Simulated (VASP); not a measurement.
# Os3N2 (P-3m1) in VASP: further runs

Runs on Os3N2. Level: PBE. Tasks: single point, relaxation of cell and atoms.

All numbers are computed with VASP 6.6.1; they aren't measurements. Logs are shortened: lines on timing, memory, paths and dates and some standing lists are left out, and cuts for length are marked.

### 1 The cell of the first run

It takes space group P-3m1 (No. 164, trigonal). The conventional cell has a = 3.206 Å, b = 3.206 Å, c = 6.987 Å, α = 90.00°, β = 90.00°, γ = 120.00°. Within 3.7 Å of Os (site symmetry -3m) lie 12 Os at 2.80 to 3.21 Å and 6 N at 3.24 Å. Os (site symmetry 3m) has 4 N at 1.93 to 2.23 Å within 2.6 Å. Within 2.6 Å of N (site symmetry 3m) lie 4 Os at 1.93 to 2.23 Å and 3 N at 2.50 Å.

### 2 Single point, PBE

File INCAR:

```
ALGO = Normal ; EDIFF = 1E-6
ENCUT = 520 ; GGA = PE
ISIF = 2 ; ISMEAR = 0
LASPH = True ; LCHARG = True
LELF = True ; LREAL = False
LVHAR = True ; LWAVE = False
NBANDS = 25 ; NELM = 60
PREC = Accurate ; SIGMA = 0.1
```

File KPOINTS:

```
k-points
0
Gamma
  6 6 4
```

File POSCAR:

```
Os3N2
1.0
    3.2062087112      0.0000000000      0.0000000000
   -1.6031043556      2.7766581937      0.0000000000
    0.0000000000      0.0000000000      6.9867450488
Os N
3 2
Direct
    0.0000000000      0.0000000000      0.0000000000
    0.3333333333      0.6666666667      0.6997091337
    0.6666666667      0.3333333333      0.3002908663
    0.3333333333      0.6666666667      0.3802008308
    0.6666666667      0.3333333333      0.6197991692
```

Potentials or basis: VASP PAW PBE potentials, release 64 (Os, N).

Started as:

```bash
$ cat potpaw_PBE.64/Os/POTCAR potpaw_PBE.64/N/POTCAR > POTCAR
$ mpirun -np 1 vasp_std > vasp.out
```

OUTCAR:

```text
EDIFF = 1E-6
   ENCUT = 520
   GGA = PE
   ISIF = 2
   ISMEAR = 0
   LASPH = True
   LREAL = False
   NELM = 60
   PREC = Accurate

 ion  position               nearest neighbor table
   1  0.000  0.000  0.000-   2 2.80   3 2.80   2 2.80   3 2.80   3 2.80   2 2.80
   2  0.333  0.667  0.700-   5 1.93   5 1.93   5 1.93   4 2.23   1 2.80   1 2.80   1 2.80   3 3.35
                             3 3.35   3 3.35
   3  0.667  0.333  0.300-   4 1.93   4 1.93   4 1.93   5 2.23   1 2.80   1 2.80   1 2.80   2 3.35
                             2 3.35   2 3.35
   4  0.333  0.667  0.380-   3 1.93   3 1.93   3 1.93   2 2.23
   5  0.667  0.333  0.620-   2 1.93   2 1.93   2 1.93   3 2.23

  LATTYP: Found a hexagonal cell.
 ALAT       =     3.2062087112
 C/A-ratio  =     2.1791298316

  Lattice vectors:

 A1 = (   3.2062087112,   0.0000000000,   0.0000000000)
 A2 = (  -1.6031043556,   2.7766581937,   0.0000000000)
 A3 = (   0.0000000000,   0.0000000000,   6.9867450488)

Analysis of symmetry for initial positions (statically):
=====================================================================
 Subroutine PRICEL returns:
 Original cell was already a primitive cell.

 Routine SETGRP: Setting up the symmetry group for a
 hexagonal supercell.

 Subroutine GETGRP returns: Found 12 space group operations
 (whereof 12 operations were pure point group operations)
 out of a pool of 24 trial point group operations.

The static configuration has the point symmetry D_3d.

Analysis of symmetry for dynamics (positions and initial velocities):
=====================================================================
 Subroutine PRICEL returns:
 Original cell was already a primitive cell.

 Routine SETGRP: Setting up the symmetry group for a
 hexagonal supercell.

 Subroutine GETGRP returns: Found 12 space group operations
 (whereof 12 operations were pure point group operations)
 out of a pool of 24 trial point group operations.

The dynamic configuration has the point symmetry D_3d.

 Subroutine INISYM returns: Found 12 space group operations
 (whereof 12 operations are pure point group operations),
 and found     1 'primitive' translations

----------------------------------------------------------------------------------------

                                     Primitive cell

  volume of cell :      62.1998

  direct lattice vectors                    reciprocal lattice vectors
     3.206208711  0.000000000  0.000000000     0.311894855  0.180072578  0.000000000
    -1.603104356  2.776658194  0.000000000     0.000000000  0.360145157  0.000000000
     0.000000000  0.000000000  6.986745049     0.000000000  0.000000000  0.143128165

  length of vectors
     3.206208711  3.206208711  6.986745049     0.360145157  0.360145157  0.143128165

  position of ions in fractional coordinates (direct lattice)
     0.000000000  0.000000000  0.000000000
     0.333333333  0.666666667  0.699709134
     0.666666667  0.333333333  0.300290866
     0.333333333  0.666666667  0.380200831
     0.666666667  0.333333333  0.619799169

  ion indices of the primitive-cell ions
   primitive index   ion index
                 1           1
                 2           2
                 3           3
                 4           4
                 5           5

----------------------------------------------------------------------------------------

 KPOINTS: k-points

Automatic generation of k-mesh.
 Grid dimensions read from file:
 generate k-points for:    6    6    4

 Generating k-lattice:

  Cartesian coordinates                     Fractional coordinates (reciprocal lattice)
     0.051982476  0.030012096  0.000000000     0.166666667  0.000000000  0.000000000
     0.000000000  0.060024193  0.000000000     0.000000000  0.166666667  0.000000000
     0.000000000  0.000000000  0.035782041     0.000000000  0.000000000  0.250000000

  Length of vectors
     0.060024193  0.060024193  0.035782041

  Shift w.r.t. Gamma in fractional coordinates (k-lattice)
     0.000000000  0.000000000  0.000000000

 Subroutine IBZKPT returns following result:
 ===========================================

 Found     24 irreducible k-points:

 Following reciprocal coordinates:
            Coordinates               Weight
  0.000000  0.000000  0.000000      1.000000
  0.166667 -0.000000  0.000000      6.000000
  0.333333 -0.000000  0.000000      6.000000
  0.500000 -0.000000  0.000000      3.000000
  0.166667  0.166667  0.000000      6.000000
  0.333333  0.166667  0.000000     12.000000
[... 16 lines left out ...]
  0.333333  0.166667  0.500000     12.000000
  0.333333  0.333333  0.500000      2.000000
   k-points           NKPTS =     24   k-points in BZ     NKDIM =     24   number of bands    NBANDS=     25
   number of dos      NEDOS =    301   number of ions     NIONS =      5
   total plane-waves  NPLWV =  31104
   dimension x,y,z NGX =    24 NGY =   24 NGZ =   54
   dimension x,y,z NGXF=    48 NGYF=   48 NGZF=  108
   ions per type =               3   2
   NGX,Y,Z   is equivalent  to a cutoff of  12.44, 12.44, 12.85 a.u.
   NGXF,Y,Z  is equivalent  to a cutoff of  24.89, 24.89, 25.70 a.u.
 SYSTEM =  unknown system
   PREC   = accura    normal or accurate (medium, high low for compatibility)
   ISTART =      0    job   : 0-new  1-cont  2-samecut
   ICHARG =      2    charge: 1-file 2-atom 10-const
   ISPIN  =      1    spin polarized calculation?
   LNONCOLLINEAR =      F non collinear calculations
   LSORBIT =      F    spin-orbit coupling
   LASPH  =      T    aspherical Exc in radial PAW
   ENCUT  =  520.0 eV  38.22 Ry    6.18 a.u.   5.96  5.96 12.99*2*pi/ulx,y,z
   NELM   =     60;   NELMIN=  2; NELMDL= -5     # of ELM steps
   EDIFF  = 0.1E-05   stopping-criterion for ELM
   LREAL  =      F    real-space projection
   EDIFFG = 0.1E-04   stopping-criterion for IOM
   NSW    =      0    number of steps for IOM
   IBRION =     -1    ionic relax: 0-MD 1-quasi-New 2-CG
   NFREE  =      0    steps in history (QN), initial steepest desc. (CG)
   ISIF   =      2    stress and relaxation
   ISYM   =      2    0-nonsym 1-usesym 2-fastsym
   POTIM  = 0.5000    time-step for ionic-motion
   TEBEG  =    0.0;   TEEND  =   0.0 temperature during run
   PSTRESS=    0.0 pullay stress
   NELECT =      34.0000    total number of electrons
   NUPDOWN=      -1.0000    fix difference up-down
   EMIN   =  10.00;   EMAX   =-10.00  energy-range for DOS
   EFERMI =   0.00;   METHOD = LEGACY
   ISMEAR =     0;   SIGMA  =   0.10  broadening in eV -4-tet -1-fermi 0-gaus
   EFERMI_NEDOS =   21; number of points for ismear=-14 and -15
   IALGO  =     38    algorithm
   IMIX   =      4    mixing-type and parameters
     AMIX     =   0.40;   BMIX     =  1.00
     AMIX_MAG =   1.60;   BMIX_MAG =  1.00
  volume/ion in A,a.u.               =      12.44        83.95
  Fermi-wavevector in a.u.,A,eV,Ry     =   1.338561  2.529513 24.378171  1.791745
  Thomas-Fermi vector in A             =   2.467022
   LORBIT       =      0    0 simple, 1 ext, 2 COOP (PROOUT), +10 PAW based schemes
   GGA     = PE    functional components
   LHFCALC =     F    Hartree Fock is set to
   AEXX    =    0.0000 exact exchange contribution
   IVDW    =     0    specifies the selected vdW correction
   LEPSILON=     F    determine dielectric tensor
   LRPA    =     F    only Hartree local field effects (RPA)
 non-spin polarized calculation
 Gauss-broadening in eV      SIGMA  =   0.10
  energy-cutoff  :      520.00
  volume of cell :       62.20
 maximum number of plane-waves:      1698
   NGX = 11   NGY = 11   NGZ = 25

 number of electron      34.0000002 magnetization

 Free energy of the ion-electron system (eV)
  ---------------------------------------------------
  ext. energy  EPLUGINS =         0.00000000
  ---------------------------------------------------
  free energy    TOTEN  =       -45.48893181 eV

  energy without entropy =      -45.46317216  energy(sigma->0) =      -45.47605198

 E-fermi :   7.6785     XC(G=0): -12.9181

 val. band max:        7.6728617906   @ k =   0.0000   0.3333   0.2500
 cond. band min:       7.6940722003   @ k =   0.3333  -0.0000   0.0000
 fundamental gap:      0.0212104097
 Fermi energy:         7.6785441997

 k-point     1 :       0.0000    0.0000    0.0000
  band No.  band energies     occupation
      1     -10.4671      2.00000
      2      -8.8008      2.00000
      3      -0.8322      2.00000
      4      -0.4759      2.00000
      5      -0.4759      2.00000
      6       0.1894      2.00000
[... 17 lines left out ...]
     24      13.0923      0.00000
     25      13.0923      0.00000

 k-point     2 :       0.1667   -0.0000    0.0000
  band No.  band energies     occupation
      1     -10.1453      2.00000
      2      -8.6064      2.00000
      3      -0.8101      2.00000
      4      -0.5023      2.00000
      5      -0.2042      2.00000
      6      -0.1508      2.00000
[... 17 lines left out ...]
     24      12.5547      0.00000
     25      12.6522      0.00000

 k-point     3 :       0.3333   -0.0000    0.0000
  band No.  band energies     occupation
      1      -9.4436      2.00000
      2      -8.3601      2.00000
      3      -1.3144      2.00000
      4       0.0871      2.00000
      5       0.3526      2.00000
      6       0.3895      2.00000
[... 17 lines left out ...]
     24      11.4541      0.00000
     25      13.6108      0.00000

 k-point     4 :       0.5000   -0.0000    0.0000
  band No.  band energies     occupation
      1      -9.0101      2.00000
      2      -8.3773      2.00000
      3      -1.5238      2.00000
      4       0.4872      2.00000
      5       0.6218      2.00000
      6       1.3509      2.00000
[... 17 lines left out ...]
     24      12.1107      0.00000
     25      12.9026      0.00000

 k-point     5 :       0.1667    0.1667    0.0000
  band No.  band energies     occupation
      1      -9.6282      2.00000
      2      -8.3923      2.00000
      3      -0.6873      2.00000
      4      -0.6759      2.00000
      5      -0.0711      2.00000
      6       0.4170      2.00000
[... 17 lines left out ...]
     24      11.6420      0.00000
     25      13.3392      0.00000

 k-point     6 :       0.3333    0.1667    0.0000
  band No.  band energies     occupation
      1      -9.0021      2.00000
      2      -8.3591      2.00000
      3      -1.0244      2.00000
      4       0.1493      2.00000
      5       0.6287      2.00000
      6       0.8776      2.00000
[... 17 lines left out ...]
     24      11.7963      0.00000
     25      14.1439      0.00000
[... 393 lines left out ...]
 k-point    21 :       0.5000   -0.0000    0.5000
  band No.  band energies     occupation
      1      -9.0158      2.00000
      2      -8.3728      2.00000
      3      -1.4343      2.00000
      4       0.2116      2.00000
      5       0.5748      2.00000
      6       0.9783      2.00000
[... 17 lines left out ...]
     24      11.0738      0.00000
     25      12.8895      0.00000

 k-point    22 :       0.1667    0.1667    0.5000
  band No.  band energies     occupation
      1      -9.6220      2.00000
      2      -8.3942      2.00000
      3      -1.0468      2.00000
      4      -0.7008      2.00000
      5       0.2471      2.00000
      6       0.4641      2.00000
[... 17 lines left out ...]
     24      11.9447      0.00000
     25      13.3665      0.00000

 k-point    23 :       0.3333    0.1667    0.5000
  band No.  band energies     occupation
      1      -9.0038      2.00000
      2      -8.3560      2.00000
      3      -1.0036      2.00000
      4       0.0238      2.00000
      5       0.5349      2.00000
      6       0.9940      2.00000
[... 17 lines left out ...]
     24      11.2302      0.00000
     25      13.7181      0.00000

 k-point    24 :       0.3333    0.3333    0.5000
  band No.  band energies     occupation
      1      -8.5683      2.00000
      2      -8.5683      2.00000
      3      -0.3286      2.00000
      4       0.2641      2.00000
      5       0.2641      2.00000
      6       2.0496      2.00000
[... 17 lines left out ...]
     24      13.3250      0.00000
     25      13.3256      0.00000

------------------------ aborting loop because EDIFF is reached ----------------------------------------

  FORCE on cell =-STRESS in cart. coord.  units (eV):
  Direction    XX          YY          ZZ          XY          YZ          ZX
  --------------------------------------------------------------------------------------
  -------------------------------------------------------------------------------------
  Total        1.1362647      1.1362647      0.5371634      0.0000000      0.0000000      0.0000000
  in kB       29.2685356     29.2685356     13.8365530      0.0000000      0.0000000      0.0000000
  external PRESSURE =      24.1245414 kB  Pullay stress =       0.0000000 kB

 VOLUME and BASIS-vectors are now :
 -----------------------------------------------------------------------------
  energy-cutoff  :      520.00
  volume of cell :       62.20
      direct lattice vectors                 reciprocal lattice vectors
     3.206208711  0.000000000  0.000000000     0.311894855  0.180072578  0.000000000
    -1.603104356  2.776658194  0.000000000     0.000000000  0.360145157  0.000000000
     0.000000000  0.000000000  6.986745049     0.000000000  0.000000000  0.143128165

 POSITION                                       TOTAL-FORCE (eV/Angst)
 -----------------------------------------------------------------------------------
      0.00000      0.00000      0.00000        -0.000000      0.000000     -0.000000
     -0.00000      1.85111      4.88869        -0.000000     -0.000000      0.197959
      1.60310      0.92555      2.09806         0.000000      0.000000     -0.197959
     -0.00000      1.85111      2.65637        -0.000000     -0.000000      0.139655
      1.60310      0.92555      4.33038         0.000000      0.000000     -0.139655
 -----------------------------------------------------------------------------------
    total drift:                               -0.000000     -0.000000      0.000000

  FREE ENERGIE OF THE ION-ELECTRON SYSTEM (eV)
  ---------------------------------------------------
  free  energy   TOTEN  =       -45.4889318125 eV

  energy  without entropy=      -45.4631721550  energy(sigma->0) =      -45.47605198
```

Run time: 58 s. Hardware: 1 thread of Oxide Virtual Turin-like, shared host; peak memory 0.15 GiB.

What came out:

* Free energy: -45.4889 eV
* Pressure: 2.4 GPa
* Largest force: 0.198 eV/Å
* Band gap on the k mesh: zero (bands 17 and 18 overlap by 1.11 eV)

Forces on the atoms (eV/Å):
```
Os   0.000  0.000  0.000
Os   0.000  0.000  0.198
Os   0.000  0.000 -0.198
N    0.000  0.000  0.140
N    0.000  0.000 -0.140
```

Caveat: the k points lie up to 0.38 Å⁻¹ apart, too coarse for converged energies and pressures of a metal; spin-orbit coupling is left out, which moves the levels of the heavy elements.

[end of part 1 of 2]

The gap in the log of VASP goes by the Fermi energy; the results here count the filled bands.